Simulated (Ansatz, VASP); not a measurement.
Al2Cu: VASP beside Ansatz

Contents of POSCAR:

```
Al2Cu
1.0
    4.1592037477      0.0000000000      0.0000000000
    0.0000000000      4.1592037477      0.0000000000
    0.0000000000      0.0000000000      2.9293609553
Cu Al
1 2
Direct
    0.0000000000      0.0000000000      0.0000000000
    0.0000000000      0.5000000000      0.5000000000
    0.5000000000      0.0000000000      0.5000000000
```

The input INCAR.step1:

```
SYSTEM = Al2Cu
ALGO = Normal ; EDIFF = 1E-4
ENCUT = 520 ; GGA = PE
ISMEAR = -1 ; LASPH = .TRUE.
LCHARG = .FALSE. ; LREAL = .FALSE.
LWAVE = .TRUE. ; NBANDS = 16
NELM = 60 ; PREC = Accurate
SIGMA = 0.05
```

The input INCAR.step2:

```
SYSTEM = Al2Cu
ALGO = Normal ; EDIFF = 1E-6
ENCUT = 520 ; ISIF = 2
ISMEAR = -1 ; ISTART = 1
LASPH = .TRUE. ; LCHARG = .FALSE.
LMIXTAU = .TRUE. ; LREAL = .FALSE.
LWAVE = .FALSE. ; METAGGA = R2SCAN
NBANDS = 16 ; NELM = 60
PREC = Accurate ; SIGMA = 0.05
```

Contents of KPOINTS:

```
k-points
0
G
  7 7 9
  0 0 0
```

File input.yaml:

```yaml
crystal:
  lattice:
    - [4.1592037477, 0.0, 0.0]
    - [0.0, 4.1592037477, 0.0]
    - [0.0, 0.0, 2.9293609553]
  atoms:
    - { symbol: Cu, position: [0.0, 0.0, 0.0] }
    - { symbol: Al, position: [0.0, 0.5, 0.5] }
    - { symbol: Al, position: [0.5, 0.0, 0.5] }
hamiltonian:
  xc: r2scan
  pseudopotentials: { kind: paw }
kpoints:
  mp_grid: { grid: [7, 7, 9] }
scf:
  occupations: { method: fermi_dirac, width: 0.05 }
output:
  forces: true
  stress: true
  eigenvalues: true
  write_density: true
  write_potential: true
  elf: true
  volumetric_format: npy
```

Alike in both runs: task single point; functional r2SCAN; k mesh 7 × 7 × 9; occupations fermi-dirac, width 0.05 eV; no spin polarisation.

|  | VASP | Ansatz |
| --- | --- | --- |
| version | VASP 6.6.1 | Ansatz 0.2.0 |
| potentials or method | VASP PAW PBE potentials, release 64 (Cu, Al) | Ansatz PAW |
| plane-wave cutoff (eV) | 520 | 500 |
| valence electrons in the cell | 17 | 25 |

```tsv
	VASP	Ansatz	Ansatz less VASP
gap on the k mesh at the Fermi level (eV)	none	none	-
pressure (GPa)	-5.5	-5.4	+0.14
traceless stress, the component that is largest in VASP (GPa)	-0.86	-0.88	-0.014
```

VASP's potentials were made for PBE, not for r2SCAN. A gap of «none» marks a metal or a gap that the smearing closes. With one functional, cell and mesh, what is left measures potentials, basis and numerics. VASP's potentials hold 17 valence electrons a cell and Ansatz's 25, so a difference there can come from the potentials and not from the codes.
